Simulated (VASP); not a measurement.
Input of a VASP 6.6.1 run:

Contents of POSCAR:

```
CuO
1.0
    2.3418500000     -1.7113000000      0.0000000000
    2.3418500000      1.7113000000      0.0000000000
   -0.8500274268      0.0000000000      5.0578693947
Cu O
2 2
Direct
    0.5000000000      0.0000000000      0.5000000000
    0.0000000000      0.5000000000      0.0000000000
    0.4184000000      0.5816000000      0.7500000000
    0.5816000000      0.4184000000      0.2500000000
```

The input INCAR.step1:

```
PREC = Accurate
ENCUT = 520
EDIFF = 1E-5
ISMEAR = -1
SIGMA = 0.05
LREAL = False
LASPH = True
NELM = 80
ALGO = Normal
ISIF = 2
LWAVE = True
LCHARG = False
NBANDS = 25
GGA = PE
```

Contents of INCAR.step2:

```
PREC = Accurate
ENCUT = 520
EDIFF = 1E-7
ISMEAR = -1
SIGMA = 0.05
LREAL = False
LASPH = True
NELM = 80
ALGO = Normal
ISIF = 2
LWAVE = False
LCHARG = False
GGA = PE
LHFCALC = True
AEXX = 0.4
HFSCREEN = 0.2
PRECFOCK = Normal
NBANDS = 25
ISTART = 1
```

KPOINTS

```
Automatic mesh
0
Gamma
  5 5 3
```

Potentials or basis: VASP PAW PBE potentials, release 64 (Cu, O).

The run is started by

```bash
$ cat potpaw_PBE.64/Cu/POTCAR potpaw_PBE.64/O/POTCAR > POTCAR
$ cp INCAR.step1 INCAR
$ mpirun -np 1 vasp_std > vasp.out
$ cp INCAR.step2 INCAR
$ mpirun -np 1 vasp_std > vasp.out
```

Estimate the band gap on the k mesh.

zero (bands 17 and 18 overlap by 0.28 eV).

What does it give for the pressure?

-2.1 GPa.

Stress tensor (GPa, compression positive):
```
-1.68  0.00 -0.77
 0.00 -1.34  0.00
-0.77  0.00 -3.27
```

Caveat: the k points lie up to 0.46 Å⁻¹ apart; the PAW data sets were made with another functional, which shifts forces and pressure a little.
